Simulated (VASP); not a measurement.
# H (P1) in VASP: notebook, part 2 of 2

VASP 6.6.1. The steps go on from the part before.

## Step 4: Single point, LDA (atom 1 (H) moved by (-0.300, +0.300) A along x and z)

INCAR

```
SYSTEM = H
PREC = Accurate ; ENCUT = 520
EDIFF = 1E-6 ; ISMEAR = 0
SIGMA = 0.05 ; LREAL = .FALSE.
LASPH = .TRUE. ; NELM = 80
ALGO = Normal ; ISIF = 2
LWAVE = .FALSE. ; LCHARG = .FALSE.
GGA = CA ; NBANDS = 10
```

KPOINTS

```
regular mesh
0
G
  6 6 6
  0 0 0
```

POSCAR

```
H
1.0
    2.6234813799     -2.5669048168      0.0000000000
    2.6234813799      2.5669048168      0.0000000000
    0.0000000000      0.0000000000      4.1418180000
H
4
Direct
    0.8961196953     -0.0104715647      0.1409408510
    0.4532956300      0.5467043700      0.4314911100
    0.5467043700      0.4532956300      0.5685088900
    0.0467043700      0.9532956300      0.9314911100
```

Potentials or basis: VASP PAW LDA potentials, release 64 (H).

Command:

```bash
$ cat potpaw_LDA.64/H/POTCAR > POTCAR
$ mpirun -np 1 vasp_std > vasp.out
```

OUTCAR:

```text
SYSTEM = H
   PREC = Accurate
   ENCUT = 520
   EDIFF = 1E-6
   ISMEAR = 0
   LREAL = .FALSE.
   LASPH = .TRUE.
   NELM = 80
   ISIF = 2
   GGA = CA

 ion  position               nearest neighbor table
   1  0.896  0.990  0.141-
   2  0.453  0.547  0.431-   3 0.74
   3  0.547  0.453  0.569-   2 0.74
   4  0.047  0.953  0.931-

  LATTYP: Found a base centered orthorhombic cell.
 ALAT       =     5.1338096336
 B/A-ratio  =     1.0220407717
 C/A-ratio  =     0.8067728053

  Lattice vectors:

 A1 = (  -2.6234813799,  -2.5669048168,   0.0000000000)
 A2 = (   2.6234813799,  -2.5669048168,   0.0000000000)
 A3 = (   0.0000000000,   0.0000000000,   4.1418180000)

Analysis of symmetry for initial positions (statically):
=====================================================================
 Subroutine PRICEL returns:
 Original cell was already a primitive cell.

 Routine SETGRP: Setting up the symmetry group for a
 base centered orthorhombic supercell.

 Subroutine GETGRP returns: Found  1 space group operations
 (whereof  1 operations were pure point group operations)
 out of a pool of  8 trial point group operations.

The static configuration has the point symmetry C_1 .

Analysis of symmetry for dynamics (positions and initial velocities):
=====================================================================
 Subroutine PRICEL returns:
 Original cell was already a primitive cell.

 Routine SETGRP: Setting up the symmetry group for a
 base centered orthorhombic supercell.

 Subroutine GETGRP returns: Found  1 space group operations
 (whereof  1 operations were pure point group operations)
 out of a pool of  8 trial point group operations.

The dynamic configuration has the point symmetry C_1 .

 Subroutine INISYM returns: Found  1 space group operations
 (whereof  1 operations are pure point group operations),
 and found     1 'primitive' translations
[... 124 lines left out ...]
   GGA     = CA    functional components
   LHFCALC =     F    Hartree Fock is set to
   AEXX    =    0.0000 exact exchange contribution
   IVDW    =     0    specifies the selected vdW correction
   LEPSILON=     F    determine dielectric tensor
   LRPA    =     F    only Hartree local field effects (RPA)
 non-spin polarized calculation
 Gauss-broadening in eV      SIGMA  =   0.05
  energy-cutoff  :      520.00
  volume of cell :       55.78
 maximum number of plane-waves:      1516
   NGX = 13   NGY = 13   NGZ = 15

 number of electron       4.0000002 magnetization

 Free energy of the ion-electron system (eV)
  ---------------------------------------------------
  ext. energy  EPLUGINS =         0.00000000
  ---------------------------------------------------
  free energy    TOTEN  =       -12.83509058 eV

  energy without entropy =      -12.83509058  energy(sigma->0) =      -12.83509058

 E-fermi :  -7.2704     XC(G=0):  -5.6186

 val. band max:       -7.4839112178   @ k =   0.5000   0.5000   0.5000
 cond. band min:      -1.0252178287   @ k =   0.5000  -0.0000   0.5000
 fundamental gap:      6.4586933891
 Fermi energy:        -7.2703906831

 k-point     1 :       0.0000    0.0000    0.0000
  band No.  band energies     occupation
      1     -10.1070      2.00000
      2      -7.5089      2.00000
      3       1.0681      0.00000
      4       3.9538      0.00000
      5       4.4573      0.00000
      6       6.0075      0.00000
      7       6.1088      0.00000
      8       7.6455      0.00000
      9       9.2472      0.00000
     10      11.3437      0.00000
[... 287 lines left out ...]
 k-point    24 :       0.0000   -0.1667   -0.1667
  band No.  band energies     occupation
      1      -9.8363      2.00000
      2      -7.6898      2.00000
      3       0.6744      0.00000
      4       2.8829      0.00000
      5       4.3980      0.00000
      6       5.5737      0.00000
      7       7.4862      0.00000
      8       9.0004      0.00000
      9      10.0254      0.00000
     10      10.7768      0.00000

 [... further k-points ...]

------------------------ aborting loop because EDIFF is reached ----------------------------------------

  FORCE on cell =-STRESS in cart. coord.  units (eV):
  Direction    XX          YY          ZZ          XY          YZ          ZX
  --------------------------------------------------------------------------------------
  -------------------------------------------------------------------------------------
  Total       -0.6168147     -0.8971981     -2.7501274      0.5522036     -1.9349983      1.0075525
  in kB      -17.7156272    -25.7685598    -78.9868209     15.8599220    -55.5753763     28.9380667
  external PRESSURE =     -40.8236693 kB  Pullay stress =       0.0000000 kB

 VOLUME and BASIS-vectors are now :
 -----------------------------------------------------------------------------
  energy-cutoff  :      520.00
  volume of cell :       55.78
      direct lattice vectors                 reciprocal lattice vectors
     2.623481380 -2.566904817  0.000000000     0.190586449 -0.194787121  0.000000000
     2.623481380  2.566904817  0.000000000     0.190586449  0.194787121  0.000000000
     0.000000000  0.000000000  4.141818000     0.000000000  0.000000000  0.241439870

 POSITION                                       TOTAL-FORCE (eV/Angst)
 -----------------------------------------------------------------------------------
      4.94696      0.23977      0.58375         1.151333     -1.831149     -3.336755
      2.62348      0.23977      1.78716        -0.010184      0.616131     -0.738187
      2.62348     -0.23977      2.35466         0.009108     -0.613879      0.742818
      2.62348      2.32713      3.85807        -1.150257      1.828897      3.332124
 -----------------------------------------------------------------------------------
    total drift:                               -0.000003      0.000047     -0.000034

  FREE ENERGIE OF THE ION-ELECTRON SYSTEM (eV)
  ---------------------------------------------------
  free  energy   TOTEN  =       -12.8350905840 eV

  energy  without entropy=      -12.8350905840  energy(sigma->0) =      -12.83509058
```

OSZICAR:

```text
N       E                     dE             d eps       ncg     rms          rms(c)
DAV:   1    -0.931404286932E+01   -0.93140E+01   -0.12018E+03  2240   0.265E+02
DAV:   2    -0.136365620153E+02   -0.43225E+01   -0.42729E+01  2752   0.393E+01
DAV:   3    -0.137537590959E+02   -0.11720E+00   -0.11715E+00  2654   0.514E+00
DAV:   4    -0.137540599033E+02   -0.30081E-03   -0.30080E-03  2558   0.305E-01
DAV:   5    -0.137540609094E+02   -0.10061E-05   -0.10061E-05  2520   0.174E-02    0.525E+00
DAV:   6    -0.131124770802E+02    0.64158E+00   -0.34594E-01  2344   0.205E+00    0.281E+00
DAV:   7    -0.128321472030E+02    0.28033E+00   -0.63540E-01  2388   0.293E+00    0.331E-01
DAV:   8    -0.128360018490E+02   -0.38546E-02   -0.10918E-02  2348   0.507E-01    0.161E-01
DAV:   9    -0.128351047023E+02    0.89715E-03   -0.13737E-03  2516   0.146E-01    0.340E-02
DAV:  10    -0.128350866752E+02    0.18027E-04   -0.18492E-04  2398   0.609E-02    0.153E-02
DAV:  11    -0.128350906135E+02   -0.39383E-05   -0.10415E-05  2490   0.147E-02    0.273E-03
DAV:  12    -0.128350905840E+02    0.29442E-07   -0.83225E-07  2158   0.393E-03
   1 F= -.12835091E+02 E0= -.12835091E+02  d E =-.158754E-11
```

It took 36 s on 1 thread of Intel Xeon Platinum 8488C (Sapphire Rapids), shared host; peak memory 0.16 GiB.

Results:

```yaml
Free_energy: -12.8351 eV
Pressure: -4.1 GPa
Largest_force: 3.977 eV/Å
Band_gap_on_the_k_mesh: 6.46 eV, indirect (least direct gap 6.75 eV)
```

Forces on the atoms (eV/Å):
```
H    1.151 -1.831 -3.337
H   -0.010  0.616 -0.738
H    0.009 -0.614  0.743
H   -1.150  1.829  3.332
```

Levels at points of the mesh, in eV from the valence-band top:
| k point | band 1 | band 2 | band 3 | band 4 | band 5 |
| --- | --- | --- | --- | --- | --- |
| (0.00, 0.00, 0.00) | -2.62 | -0.02 | 8.55 | 11.44 | 11.94 |
| (0.50, 0.00, 0.00) | -1.77 | -0.58 | 8.08 | 9.73 | 11.47 |
| (0.00, 0.50, 0.00) | -1.75 | -0.65 | 9.13 | 9.88 | 10.11 |
| (0.50, 0.50, 0.00) | -1.46 | -0.21 | 7.44 | 8.68 | 11.39 |
| (0.00, 0.00, 0.50) | -1.95 | -0.75 | 7.60 | 9.60 | 13.74 |
| (0.50, 0.00, 0.50) | -1.60 | -0.29 | 6.46 | 7.64 | 13.73 |
| (0.00, 0.50, 0.50) | -1.59 | -0.37 | 6.62 | 7.89 | 13.49 |
| (0.50, 0.50, 0.50) | -1.34 | 0.00 | 7.75 | 9.55 | 10.81 |

Caveat: the cell differs from its parent crystal (atom 1 (H) moved by (-0.300, +0.300) A along x and z); forces of over 1 eV/Å act on the atoms, so gaps and moduli don't describe the material at rest. A k mesh can miss the band edges.
